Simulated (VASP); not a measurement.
# W2Cl3 (P-6m2) in VASP: further runs, part 2 of 2

VASP 6.6.1.

## (4) Single point, PBE

This run uses another cell than the first one, of 30.72 Å³/atom.

File INCAR:

```
SYSTEM = W2Cl3
PREC = Accurate ; ENCUT = 520
EDIFF = 1E-6 ; ISMEAR = 0
SIGMA = 0.1 ; LREAL = .FALSE.
LASPH = .TRUE. ; NELM = 60
ALGO = Normal ; ISIF = 2
LWAVE = .FALSE. ; LCHARG = .TRUE.
GGA = PE ; LELF = .TRUE.
LVHAR = .TRUE. ; NBANDS = 60
```

File KPOINTS:

```
Automatic mesh
0
G
  6 6 4
  0 0 0
```

File POSCAR:

```
W2Cl3
1.0
    6.9408000756      0.0000000000      0.0000000000
   -3.4704000378      6.0109091881      0.0000000000
    0.0000000000      0.0000000000      7.3625470744
W Cl
4 6
Direct
    0.7977571150      0.2022428850      0.0000000000
    0.7977571150      0.5955142299      0.0000000000
    0.4044857701      0.2022428850      0.0000000000
    0.0000000000      0.0000000000      0.0000000000
    0.5014061106      0.4985938894      0.7784786094
    0.5014061106      0.0028122211      0.7784786094
    0.9971877789      0.4985938894      0.7784786094
    0.5014061106      0.4985938894      0.2215213906
    0.5014061106      0.0028122211      0.2215213906
    0.9971877789      0.4985938894      0.2215213906
```

Potentials or basis: VASP PAW PBE potentials, release 64 (W_sv, Cl).

Launch:

```bash
> cat potpaw_PBE.64/W_sv/POTCAR potpaw_PBE.64/Cl/POTCAR > POTCAR
> mpirun -np 1 vasp_std > vasp.out
```

OUTCAR:

```text
SYSTEM = W2Cl3
   PREC = Accurate
   ENCUT = 520
   EDIFF = 1E-6
   ISMEAR = 0
   LREAL = .FALSE.
   LASPH = .TRUE.
   NELM = 60
   ISIF = 2
   GGA = PE

 ion  position               nearest neighbor table
   1  0.798  0.202  0.000-   4 2.43   6 2.44   9 2.44   7 2.44  10 2.44   3 2.73   2 2.73
   2  0.798  0.596  0.000-   4 2.43   7 2.44  10 2.44   8 2.44   5 2.44   3 2.73   1 2.73
   3  0.404  0.202  0.000-   4 2.43   6 2.44   9 2.44   8 2.44   5 2.44   1 2.73   2 2.73
   4  0.000  0.000  0.000-   1 2.43   3 2.43   2 2.43
   5  0.501  0.499  0.778-   2 2.44   3 2.44
   6  0.501  0.003  0.778-   3 2.44   1 2.44
   7  0.997  0.499  0.778-   2 2.44   1 2.44
   8  0.501  0.499  0.222-   2 2.44   3 2.44
   9  0.501  0.003  0.222-   3 2.44   1 2.44
  10  0.997  0.499  0.222-   2 2.44   1 2.44

  LATTYP: Found a hexagonal cell.
 ALAT       =     6.9408000756
 C/A-ratio  =     1.0607634558

  Lattice vectors:

 A1 = (   6.9408000756,   0.0000000000,   0.0000000000)
 A2 = (  -3.4704000378,   6.0109091881,   0.0000000000)
 A3 = (   0.0000000000,   0.0000000000,   7.3625470744)

Analysis of symmetry for initial positions (statically):
=====================================================================
 Subroutine PRICEL returns:
 Original cell was already a primitive cell.

 Routine SETGRP: Setting up the symmetry group for a
 hexagonal supercell.

 Subroutine GETGRP returns: Found 12 space group operations
 (whereof 12 operations were pure point group operations)
 out of a pool of 24 trial point group operations.

The static configuration has the point symmetry D_3h.

Analysis of symmetry for dynamics (positions and initial velocities):
=====================================================================
 Subroutine PRICEL returns:
 Original cell was already a primitive cell.

 Routine SETGRP: Setting up the symmetry group for a
 hexagonal supercell.

 Subroutine GETGRP returns: Found 12 space group operations
 (whereof 12 operations were pure point group operations)
 out of a pool of 24 trial point group operations.

The dynamic configuration has the point symmetry D_3h.

 Subroutine INISYM returns: Found 12 space group operations
 (whereof 12 operations are pure point group operations),
 and found     1 'primitive' translations

----------------------------------------------------------------------------------------

                                     Primitive cell

  volume of cell :     307.1693

  direct lattice vectors                    reciprocal lattice vectors
     6.940800076  0.000000000  0.000000000     0.144075609  0.083182092  0.000000000
    -3.470400038  6.010909188  0.000000000     0.000000000  0.166364184  0.000000000
     0.000000000  0.000000000  7.362547074     0.000000000  0.000000000  0.135822561

  length of vectors
     6.940800076  6.940800076  7.362547074     0.166364184  0.166364184  0.135822561

[... 52 lines left out ...]
            Coordinates               Weight
  0.000000  0.000000  0.000000      1.000000
  0.166667 -0.000000  0.000000      6.000000
  0.333333 -0.000000  0.000000      6.000000
  0.500000 -0.000000  0.000000      3.000000
  0.166667  0.166667  0.000000      6.000000
  0.333333  0.166667  0.000000     12.000000
[... 13 lines left out ...]
  0.333333  0.166667  0.500000     12.000000
  0.333333  0.333333  0.500000      2.000000
   k-points           NKPTS =     21   k-points in BZ     NKDIM =     21   number of bands    NBANDS=     60
   number of dos      NEDOS =    301   number of ions     NIONS =     10
   total plane-waves  NPLWV = 163296
   dimension x,y,z NGX =    54 NGY =   54 NGZ =   56
   dimension x,y,z NGXF=   108 NGYF=  108 NGZF=  112
   ions per type =               4   6
   NGX,Y,Z   is equivalent  to a cutoff of  12.93, 12.93, 12.64 a.u.
   NGXF,Y,Z  is equivalent  to a cutoff of  25.87, 25.87, 25.29 a.u.
 SYSTEM =  W2Cl3
   PREC   = accura    normal or accurate (medium, high low for compatibility)
   ISTART =      0    job   : 0-new  1-cont  2-samecut
   ICHARG =      2    charge: 1-file 2-atom 10-const
   ISPIN  =      1    spin polarized calculation?
   LNONCOLLINEAR =      F non collinear calculations
   LSORBIT =      F    spin-orbit coupling
   LASPH  =      T    aspherical Exc in radial PAW
   ENCUT  =  520.0 eV  38.22 Ry    6.18 a.u.  12.91 12.91 13.69*2*pi/ulx,y,z
   NELM   =     60;   NELMIN=  2; NELMDL= -5     # of ELM steps
   EDIFF  = 0.1E-05   stopping-criterion for ELM
   LREAL  =      F    real-space projection
   EDIFFG = 0.1E-04   stopping-criterion for IOM
   NSW    =      0    number of steps for IOM
   IBRION =     -1    ionic relax: 0-MD 1-quasi-New 2-CG
   NFREE  =      0    steps in history (QN), initial steepest desc. (CG)
   ISIF   =      2    stress and relaxation
   ISYM   =      2    0-nonsym 1-usesym 2-fastsym
   POTIM  = 0.5000    time-step for ionic-motion
   TEBEG  =    0.0;   TEEND  =   0.0 temperature during run
   PSTRESS=    0.0 pullay stress
   NELECT =      98.0000    total number of electrons
   NUPDOWN=      -1.0000    fix difference up-down
   EMIN   =  10.00;   EMAX   =-10.00  energy-range for DOS
   EFERMI =   0.00;   METHOD = LEGACY
   ISMEAR =     0;   SIGMA  =   0.10  broadening in eV -4-tet -1-fermi 0-gaus
   EFERMI_NEDOS =   21; number of points for ismear=-14 and -15
   IALGO  =     38    algorithm
   IMIX   =      4    mixing-type and parameters
     AMIX     =   0.40;   BMIX     =  1.00
     AMIX_MAG =   1.60;   BMIX_MAG =  1.00
  volume/ion in A,a.u.               =      30.72       207.29
  Fermi-wavevector in a.u.,A,eV,Ry     =   1.118642  2.113926 17.025770  1.251359
  Thomas-Fermi vector in A             =   2.255274
   LORBIT       =      0    0 simple, 1 ext, 2 COOP (PROOUT), +10 PAW based schemes
   GGA     = PE    functional components
   LHFCALC =     F    Hartree Fock is set to
   AEXX    =    0.0000 exact exchange contribution
   IVDW    =     0    specifies the selected vdW correction
   LEPSILON=     F    determine dielectric tensor
   LRPA    =     F    only Hartree local field effects (RPA)
 non-spin polarized calculation
 Gauss-broadening in eV      SIGMA  =   0.10
  energy-cutoff  :      520.00
  volume of cell :      307.17
 maximum number of plane-waves:      8302
 NGX is ok and might be reduce to    54
   NGX = 25   NGY = 25   NGZ = 27

 number of electron      98.0000000 magnetization

 Free energy of the ion-electron system (eV)
  ---------------------------------------------------
  ext. energy  EPLUGINS =         0.00000000
  ---------------------------------------------------
  free energy    TOTEN  =       -61.44728901 eV

  energy without entropy =      -61.41610592  energy(sigma->0) =      -61.43169747

 E-fermi :   2.3693     XC(G=0):  -7.8960

 val. band max:        2.3641362229   @ k =   0.3333   0.3333   0.5000
 cond. band min:       2.3697607409   @ k =   0.0000   0.0000   0.0000
 fundamental gap:      0.0056245179
 Fermi energy:         2.3692551462

 k-point     1 :       0.0000    0.0000    0.0000
  band No.  band energies     occupation
      1     -72.1155      2.00000
      2     -72.0597      2.00000
      3     -72.0597      2.00000
      4     -71.0548      2.00000
      5     -36.8213      2.00000
      6     -36.8213      2.00000
[... 1312 lines left out ...]
     59       5.5234      0.00000
     60       5.6336      0.00000

------------------------ aborting loop because EDIFF is reached ----------------------------------------

  FORCE on cell =-STRESS in cart. coord.  units (eV):
  Direction    XX          YY          ZZ          XY          YZ          ZX
  --------------------------------------------------------------------------------------
  -------------------------------------------------------------------------------------
  Total        0.3807414      0.3807414      0.0744153      0.0000000      0.0000000     -0.0000000
  in kB        1.9859250      1.9859250      0.3881460      0.0000000      0.0000000     -0.0000000
  external PRESSURE =       1.4533320 kB  Pullay stress =       0.0000000 kB

 VOLUME and BASIS-vectors are now :
 -----------------------------------------------------------------------------
  energy-cutoff  :      520.00
  volume of cell :      307.17
      direct lattice vectors                 reciprocal lattice vectors
     6.940800076  0.000000000  0.000000000     0.144075609  0.083182092  0.000000000
    -3.470400038  6.010909188  0.000000000     0.000000000  0.166364184  0.000000000
     0.000000000  0.000000000  7.362547074     0.000000000  0.000000000  0.135822561

 POSITION                                       TOTAL-FORCE (eV/Angst)
 -----------------------------------------------------------------------------------
      4.83521      1.21566      0.00000        -0.067594      0.039026      0.000000
      3.47040      3.57958      0.00000         0.000000     -0.078051      0.000000
      2.10559      1.21566      0.00000         0.067594      0.039026      0.000000
      0.00000      0.00000      0.00000         0.000000     -0.000000      0.000000
      1.74984      2.99700      5.73159        -0.012580      0.007263     -0.020688
      3.47040      0.01690      5.73159         0.000000     -0.014526     -0.020688
      5.19096      2.99700      5.73159         0.012580      0.007263     -0.020688
      1.74984      2.99700      1.63096        -0.012580      0.007263      0.020688
      3.47040      0.01690      1.63096         0.000000     -0.014526      0.020688
      5.19096      2.99700      1.63096         0.012580      0.007263      0.020688
 -----------------------------------------------------------------------------------
    total drift:                               -0.000006      0.000004     -0.000000

  FREE ENERGIE OF THE ION-ELECTRON SYSTEM (eV)
  ---------------------------------------------------
  free  energy   TOTEN  =       -61.4472890131 eV

  energy  without entropy=      -61.4161059219  energy(sigma->0) =      -61.43169747
```

It took 6.5 min on 1 thread of Intel Xeon 6975P-C (Granite Rapids), shared host; peak memory 0.55 GiB.

What came out:

* Free energy: -61.4473 eV
* Pressure: 0.1 GPa
* Largest force: 0.078 eV/Å
* Band gap on the k mesh: zero (bands 49 and 50 overlap by 0.10 eV)

Forces on the atoms (eV/Å):
```
W   -0.068  0.039  0.000
W    0.000 -0.078  0.000
W    0.068  0.039  0.000
W    0.000  0.000  0.000
Cl  -0.013  0.007 -0.021
Cl   0.000 -0.015 -0.021
Cl   0.013  0.007 -0.021
Cl  -0.013  0.007  0.021
Cl   0.000 -0.015  0.021
Cl   0.013  0.007  0.021
```

Stress tensor (GPa, compression positive):
```
0.20 0.00 0.00
0.00 0.20 0.00
0.00 0.00 0.04
```

Levels at points of the mesh, in eV from the Fermi level:
```
           k point  band 46  band 47  band 48  band 49  band 50  band 51  band 52  band 53
(0.00, 0.00, 0.00)    -1.11    -1.03    -0.83    -0.83     0.00     0.50     0.50     1.11
(0.50, 0.00, 0.00)    -1.31    -0.59    -0.12    -0.10    -0.08     0.59     0.64     1.06
(0.00, 0.00, 0.50)    -1.10    -1.07    -0.81    -0.81     0.22     0.52     0.52     1.15
(0.50, 0.00, 0.50)    -1.32    -0.53    -0.15    -0.06     0.05     0.64     0.69     1.07
```

Caveat: spin-orbit coupling is left out, which moves the levels of the heavy elements; this functional lacks dispersion, which binds the layers, so the pressure and a relaxed spacing across them are unreliable.

## (5) Summary

| spin | cell | k mesh | cutoff (eV) | smearing | gap on the mesh (eV) | pressure (GPa) | largest force (eV/Å) |
| --- | --- | --- | --- | --- | --- | --- | --- |
| collinear | a = 6.939, b = 6.939, c = 7.440 Å, angles 90.0, 90.0, 120.0°, 10 atoms, atomic positions A | 3 × 3 × 4 | 500 | gaussian 0.1 eV | none | 0.2 | 0.02 |
| off | a = 6.939, b = 6.939, c = 7.440 Å, angles 90.0, 90.0, 120.0°, 10 atoms, atomic positions A | 3 × 3 × 3 | 520 | gaussian 0.2 eV | none | 0.2 | 0.03 |
| off | a = 6.941, b = 6.941, c = 7.363 Å, angles 90.0, 90.0, 120.0°, 10 atoms, atomic positions B | 6 × 6 × 4 | 520 | gaussian 0.1 eV | none | 0.1 | 0.08 |

Alike in all rows: task single point; level PBE; potentials or basis VASP PAW PBE potentials, release 64 (W_sv, Cl).

Caveats: spin-orbit coupling is left out, which moves the levels of the heavy elements; this functional lacks dispersion, which binds the layers, so the pressure and a relaxed spacing across them are unreliable.

Total energies depend on the potentials used, so only differences within one code and one set of settings carry meaning.
